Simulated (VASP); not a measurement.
# Au (R-3m) in VASP: a series of runs, part 2 of 2

VASP 6.6.1. Earlier steps stand in the parts before.

## Step 5: Relaxation of cell and atoms, PBEsol

This run uses another cell than the first one, of 19.31 Å³/atom, 0.800 times its volume.

The input, INCAR:

```
SYSTEM = Au
  PREC = Accurate
  ENCUT = 600
  EDIFF = 1E-6
  ISMEAR = 0
  SIGMA = 0.1
  LREAL = .False.
  LASPH = .True.
  NELM = 100
  ALGO = Normal
  ISIF = 3
  LWAVE = .False.
  LCHARG = .False.
  GGA = PS
  IBRION = 2
  NSW = 90
  EDIFFG = -0.04
```

The input, KPOINTS:

```
regular mesh
0
Gamma
  3 3 3
  0 0 0
```

The input, POSCAR:

```
Au
1.0
    3.3977989482      1.9617201374      5.7946136720
   -3.3977989482      1.9617201374      5.7946136720
    0.0000000000     -3.9234402747      5.7946136720
Au
12
Direct
    0.0101900000      0.6536100000      0.0101900000
    0.0101900000      0.0101900000      0.6536100000
    0.6536100000      0.0101900000      0.0101900000
    0.9898100000      0.3463900000      0.9898100000
    0.3463900000      0.9898100000      0.9898100000
    0.9898100000      0.9898100000      0.3463900000
    0.2211800000      0.6306000000      0.2211800000
    0.2211800000      0.2211800000      0.6306000000
    0.6306000000      0.2211800000      0.2211800000
    0.7788200000      0.3694000000      0.7788200000
    0.3694000000      0.7788200000      0.7788200000
    0.7788200000      0.7788200000      0.3694000000
```

Potentials or basis: VASP PAW PBE potentials, release 64 (Au).

Started as:

```console
cat potpaw_PBE.64/Au/POTCAR > POTCAR
mpirun -np 1 vasp_std > vasp.out
```

OUTCAR:

```text
SYSTEM = Au
   PREC = Accurate
   ENCUT = 600
   EDIFF = 1E-6
   ISMEAR = 0
   LREAL = .False.
   LASPH = .True.
   NELM = 100
   ISIF = 3
   GGA = PS
   IBRION = 2
   NSW = 90
   EDIFFG = -0.04

 ion  position               nearest neighbor table
   1  0.010  0.654  0.010-   4 2.31   2 2.42   3 2.42   7 2.49  12 2.50  11 2.50
   2  0.010  0.010  0.654-   6 2.31   3 2.42   1 2.42   8 2.49  10 2.50  11 2.50
   3  0.654  0.010  0.010-   5 2.31   2 2.42   1 2.42   9 2.49  12 2.50  10 2.50
   4  0.990  0.346  0.990-   1 2.31   6 2.42   5 2.42  10 2.49   8 2.50   9 2.50
   5  0.346  0.990  0.990-   3 2.31   6 2.42   4 2.42  11 2.49   8 2.50   7 2.50
   6  0.990  0.990  0.346-   2 2.31   4 2.42   5 2.42  12 2.49   9 2.50   7 2.50
   7  0.221  0.631  0.221-  11 2.47  12 2.47   1 2.49   5 2.50   6 2.50   8 2.78   9 2.78
   8  0.221  0.221  0.631-  10 2.47  11 2.47   2 2.49   4 2.50   5 2.50   7 2.78   9 2.78
   9  0.631  0.221  0.221-  10 2.47  12 2.47   3 2.49   4 2.50   6 2.50   8 2.78   7 2.78
  10  0.779  0.369  0.779-   9 2.47   8 2.47   4 2.49   3 2.50   2 2.50  12 2.78  11 2.78
  11  0.369  0.779  0.779-   7 2.47   8 2.47   5 2.49   1 2.50   2 2.50  12 2.78  10 2.78
  12  0.779  0.779  0.369-   7 2.47   9 2.47   6 2.49   3 2.50   1 2.50  10 2.78  11 2.78

  LATTYP: Found a trigonal (rhomboedric) cell.
 ALAT       =     6.9979233489
 COS(alpha) =     0.5284942553

  Lattice vectors:

 A1 = (   3.3977989482,   1.9617201374,   5.7946136720)
 A2 = (  -3.3977989482,   1.9617201374,   5.7946136720)
 A3 = (   0.0000000000,  -3.9234402747,   5.7946136720)

Analysis of symmetry for initial positions (statically):
=====================================================================
 Subroutine PRICEL returns:
 Original cell was already a primitive cell.

 Routine SETGRP: Setting up the symmetry group for a
 trigonal (rhombohedral) supercell.

 Subroutine GETGRP returns: Found 12 space group operations
 (whereof 12 operations were pure point group operations)
 out of a pool of 12 trial point group operations.

The static configuration has the point symmetry D_3d.

Analysis of symmetry for dynamics (positions and initial velocities):
=====================================================================
 Subroutine PRICEL returns:
 Original cell was already a primitive cell.

 Routine SETGRP: Setting up the symmetry group for a
 trigonal (rhombohedral) supercell.

 Subroutine GETGRP returns: Found 12 space group operations
 (whereof 12 operations were pure point group operations)
 out of a pool of 12 trial point group operations.

The dynamic configuration has the point symmetry D_3d.

 Subroutine INISYM returns: Found 12 space group operations
 (whereof 12 operations are pure point group operations),
 and found     1 'primitive' translations

----------------------------------------------------------------------------------------

                                     Primitive cell

  volume of cell :     231.7450

  direct lattice vectors                    reciprocal lattice vectors
     3.397798948  1.961720137  5.794613672     0.147154086  0.084959451  0.057524686
    -3.397798948  1.961720137  5.794613672    -0.147154086  0.084959451  0.057524686
     0.000000000 -3.923440275  5.794613672     0.000000000 -0.169918903  0.057524686

  length of vectors
     6.997923349  6.997923349  6.997923349     0.179392093  0.179392093  0.179392093

  position of ions in fractional coordinates (direct lattice)
     0.010190000  0.653610000  0.010190000
     0.010190000  0.010190000  0.653610000
     0.653610000  0.010190000  0.010190000
[... 26 lines left out ...]

 KPOINTS: regular mesh

Automatic generation of k-mesh.
 Grid dimensions read from file:
 generate k-points for:    3    3    3

 Generating k-lattice:

  Cartesian coordinates                     Fractional coordinates (reciprocal lattice)
     0.049051362  0.028319817  0.019174895     0.333333333  0.000000000  0.000000000
    -0.049051362  0.028319817  0.019174895     0.000000000  0.333333333  0.000000000
     0.000000000 -0.056639634  0.019174895    -0.000000000 -0.000000000  0.333333333

  Length of vectors
     0.059797364  0.059797364  0.059797364

  Shift w.r.t. Gamma in fractional coordinates (k-lattice)
     0.000000000  0.000000000  0.000000000

 Subroutine IBZKPT returns following result:
 ===========================================

 Found      6 irreducible k-points:

 Following reciprocal coordinates:
            Coordinates               Weight
  0.000000  0.000000  0.000000      1.000000
  0.333333 -0.000000 -0.000000      6.000000
  0.333333  0.333333 -0.000000      6.000000
 -0.333333  0.333333  0.000000      6.000000
  0.333333  0.333333  0.333333      2.000000
 -0.333333  0.333333  0.333333      6.000000
   k-points           NKPTS =      6   k-points in BZ     NKDIM =      6   number of bands    NBANDS=     79
   number of dos      NEDOS =    301   number of ions     NIONS =     12
   total plane-waves  NPLWV = 175616
   dimension x,y,z NGX =    56 NGY =   56 NGZ =   56
   dimension x,y,z NGXF=   112 NGYF=  112 NGZF=  112
   ions per type =              12
   NGX,Y,Z   is equivalent  to a cutoff of  13.30, 13.30, 13.30 a.u.
   NGXF,Y,Z  is equivalent  to a cutoff of  26.61, 26.61, 26.61 a.u.
 SYSTEM =  Au
   PREC   = accura    normal or accurate (medium, high low for compatibility)
   ISTART =      0    job   : 0-new  1-cont  2-samecut
   ICHARG =      2    charge: 1-file 2-atom 10-const
   ISPIN  =      1    spin polarized calculation?
   LNONCOLLINEAR =      F non collinear calculations
   LSORBIT =      F    spin-orbit coupling
   LASPH  =      T    aspherical Exc in radial PAW
   ENCUT  =  600.0 eV  44.10 Ry    6.64 a.u.  13.98 13.98 13.98*2*pi/ulx,y,z
   NELM   =    100;   NELMIN=  2; NELMDL= -5     # of ELM steps
   EDIFF  = 0.1E-05   stopping-criterion for ELM
   LREAL  =      F    real-space projection
   EDIFFG = -.4E-01   stopping-criterion for IOM
   NSW    =     90    number of steps for IOM
   IBRION =      2    ionic relax: 0-MD 1-quasi-New 2-CG
   NFREE  =      1    steps in history (QN), initial steepest desc. (CG)
   ISIF   =      3    stress and relaxation
   ISYM   =      2    0-nonsym 1-usesym 2-fastsym
   POTIM  = 0.5000    time-step for ionic-motion
   TEBEG  =    0.0;   TEEND  =   0.0 temperature during run
   PSTRESS=    0.0 pullay stress
   NELECT =     132.0000    total number of electrons
   NUPDOWN=      -1.0000    fix difference up-down
   EMIN   =  10.00;   EMAX   =-10.00  energy-range for DOS
   EFERMI =   0.00;   METHOD = LEGACY
   ISMEAR =     0;   SIGMA  =   0.10  broadening in eV -4-tet -1-fermi 0-gaus
   EFERMI_NEDOS =   21; number of points for ismear=-14 and -15
   IALGO  =     38    algorithm
   IMIX   =      4    mixing-type and parameters
     AMIX     =   0.40;   BMIX     =  1.00
     AMIX_MAG =   1.60;   BMIX_MAG =  1.00
  volume/ion in A,a.u.               =      19.31       130.32
  Fermi-wavevector in a.u.,A,eV,Ry     =   1.357050  2.564453 25.056297  1.841586
  Thomas-Fermi vector in A             =   2.484002
   LORBIT       =      0    0 simple, 1 ext, 2 COOP (PROOUT), +10 PAW based schemes
   GGA     = PS    functional components
   LHFCALC =     F    Hartree Fock is set to
   AEXX    =    0.0000 exact exchange contribution
   IVDW    =     0    specifies the selected vdW correction
   LEPSILON=     F    determine dielectric tensor
   LRPA    =     F    only Hartree local field effects (RPA)
 conjugate gradient relaxation of ions
 non-spin polarized calculation
 Gauss-broadening in eV      SIGMA  =   0.10
  energy-cutoff  :      600.00
  volume of cell :      231.75
 maximum number of plane-waves:      7744
   NGX = 27   NGY = 27   NGZ = 27

--------------------------------------- Ionic step        1  -------------------------------------------

 number of electron     132.0000007 magnetization

 Free energy of the ion-electron system (eV)
  ---------------------------------------------------
  ext. energy  EPLUGINS =         0.00000000
  ---------------------------------------------------
  free energy    TOTEN  =       -29.64231591 eV

  energy without entropy =      -29.62880582  energy(sigma->0) =      -29.63556086

 E-fermi :   7.9522     XC(G=0): -11.6261

 val. band max:        7.9502821773   @ k =   0.3333   0.3333   0.3333
 cond. band min:       8.0347770389   @ k =  -0.3333   0.3333   0.0000
 fundamental gap:      0.0844948615
 Fermi energy:         7.9521555124
[... 1606 lines left out ...]
     77       6.3920      0.00000
     78       6.5810      0.00000
 [bands above 78 left out]

[... ionic steps 4 to 16 ...]

--------------------------------------- Ionic step       17  -------------------------------------------

 number of electron     132.0000015 magnetization

------------------------ aborting loop because EDIFF is reached ----------------------------------------
[... 87 lines left out ...]
--------------------------------------- Ionic step       19  -------------------------------------------

 number of electron     132.0000019 magnetization

 Free energy of the ion-electron system (eV)
  ---------------------------------------------------
  ext. energy  EPLUGINS =         0.00000000
  ---------------------------------------------------
  free energy    TOTEN  =       -40.62109590 eV

  energy without entropy =      -40.61588418  energy(sigma->0) =      -40.61849004

 E-fermi :   4.4874     XC(G=0): -10.4426

 val. band max:        4.3568985094   @ k =   0.3333   0.3333   0.3333
 cond. band min:       4.5273847131   @ k =   0.0000   0.0000   0.0000
 fundamental gap:      0.1704862037
 Fermi energy:         4.4874040076
[... 524 lines left out ...]
  FREE ENERGIE OF THE ION-ELECTRON SYSTEM (eV)
  ---------------------------------------------------
  free  energy   TOTEN  =       -40.6210958955 eV

  energy  without entropy=      -40.6158841798  energy(sigma->0) =      -40.61849004

 reached required accuracy - stopping structural energy minimisation
```

It took 43 min on 1 thread of Intel Xeon Platinum 8259CL at 2.50GHz (Skylake/Cascade Lake), shared host; peak memory 0.49 GiB.

What came out:

- Free energy: -40.6211 eV
- Relaxed volume: 24.21 Å³/atom
- Relaxed cell: a = 7.640 Å, b = 7.640 Å, c = 7.640 Å, α = 56.59°, β = 56.59°, γ = 56.59°
- Space group after relaxing (to 0.05 Å): R-3m (No. 166)
- Energy gained by relaxing: 914.9 meV/atom
- Ionic steps: 19
- Pressure after relaxing: 0.1 GPa
- Largest force after relaxing: 0.025 eV/Å
- Band gap on the k mesh: zero (band 66 reaches 4.89 eV, above the bottom of band 67 at 4.13 eV)

Forces in eV/Å, atoms in the order of the input:
```
Au  -0.001  0.000 -0.013
Au   0.000 -0.001 -0.013
Au   0.001  0.000 -0.013
Au   0.001  0.000  0.013
Au  -0.001  0.000  0.013
Au   0.000  0.001  0.013
Au   0.021 -0.012  0.006
Au   0.000  0.024  0.006
Au  -0.021 -0.012  0.006
Au  -0.021  0.012 -0.006
Au   0.021  0.012 -0.006
Au   0.000 -0.024 -0.006
```

The path:
| step | energy change (eV) | largest force (eV/Å) | pressure (GPa) | volume (Å³) |
| --- | --- | --- | --- | --- |
| 1 | 0.0000 | 7.0190 | 54.61 | 231.75 |
| 2 | 3.9642 | 0.4965 | -8.69 | 529.73 |
| 3 | -0.9141 | 0.7324 | -10.41 | 448.74 |
| 4 | -5.1932 | 1.3365 | -10.91 | 389.02 |
| 5 | -10.2814 | 2.1469 | -2.82 | 303.65 |
| 6 | -10.3174 | 2.1452 | 2.96 | 285.72 |
| 7 | -10.3925 | 2.1620 | -0.10 | 294.23 |
| 8 | -10.3928 | 2.1613 | 0.35 | 292.88 |
| 9 | -10.7802 | 0.9065 | -0.96 | 297.76 |
| 10 | -10.8406 | 0.6043 | -0.94 | 296.30 |
| 11 | -10.9368 | 0.3417 | 0.19 | 291.84 |
| 12 | -10.9514 | 0.2184 | 0.94 | 289.33 |
| 13 | -10.9672 | 0.1101 | -0.47 | 293.02 |
| 14 | -10.9696 | 0.0989 | -0.12 | 292.02 |
| 15 | -10.9730 | 0.0846 | -0.08 | 291.77 |
| 16 | -10.9744 | 0.1270 | -0.01 | 291.26 |
| 17 | -10.9747 | 0.1060 | -0.04 | 291.42 |
| 18 | -10.9771 | 0.0676 | 0.01 | 291.13 |
| 19 | -10.9788 | 0.0248 | 0.10 | 290.49 |

Final structure:
```yaml
crystal:
  lattice:
    - [3.62140, 2.09081, 6.39426]
    - [-3.62140, 2.09081, 6.39426]
    - [0.00000, -4.18163, 6.39426]
  atoms:
    - { symbol: Au, position: [0.02248, 0.64168, 0.02248] }
    - { symbol: Au, position: [0.02248, 0.02248, 0.64168] }
    - { symbol: Au, position: [0.64168, 0.02248, 0.02248] }
    - { symbol: Au, position: [0.97752, 0.35832, 0.97752] }
    - { symbol: Au, position: [0.35832, 0.97752, 0.97752] }
    - { symbol: Au, position: [0.97752, 0.97752, 0.35832] }
    - { symbol: Au, position: [0.23681, 0.60665, 0.23681] }
    - { symbol: Au, position: [0.23681, 0.23681, 0.60665] }
    - { symbol: Au, position: [0.60665, 0.23681, 0.23681] }
    - { symbol: Au, position: [0.76319, 0.39335, 0.76319] }
    - { symbol: Au, position: [0.39335, 0.76319, 0.76319] }
    - { symbol: Au, position: [0.76319, 0.76319, 0.39335] }
```

Caveat: the k points lie up to 0.35 Å⁻¹ apart in the final cell; the volume moved by over 15 % at a fixed basis, so the end points are rough; the PAW data sets were made with another functional, which shifts forces and pressure a little; spin-orbit coupling is left out, which moves the levels of the heavy elements.

## Step 6: The runs side by side

| task | cell | k mesh | cutoff (eV) | gap on the mesh (eV) | pressure (GPa) | largest force (eV/Å) |
| --- | --- | --- | --- | --- | --- | --- |
| single point | a = 7.734 Å, angles 55.1°, 12 atoms | 6 × 6 × 6 | 520 | none | -0.1 | 0.01 |
| single point | a = 6.998 Å, angles 58.1°, 12 atoms | 3 × 3 × 3 | 520 | none | 54.5 | 7.02 |
| single point | a = 7.632 Å, angles 56.7°, 12 atoms | 3 × 3 × 3 | 520 | none | 0.1 | 0.03 |
| relaxation of cell and atoms | relaxed from a = 6.998 Å, angles 58.1°, 12 atoms | 3 × 3 × 3 | 600 | none | 0.1 | 0.02 |

Alike in all rows: level PBEsol; potentials or basis VASP PAW PBE potentials, release 64 (Au); no spin polarisation; smearing gaussian 0.1 eV.

Caveats: some runs use coarse meshes; the PAW data sets were made with another functional, which shifts forces and pressure a little; spin-orbit coupling is left out, which moves the levels of the heavy elements; the volume moved by over 15 % at a fixed basis, so the end points are rough (some runs).

Total energies depend on the potentials used, so only differences within one code and one set of settings carry meaning.
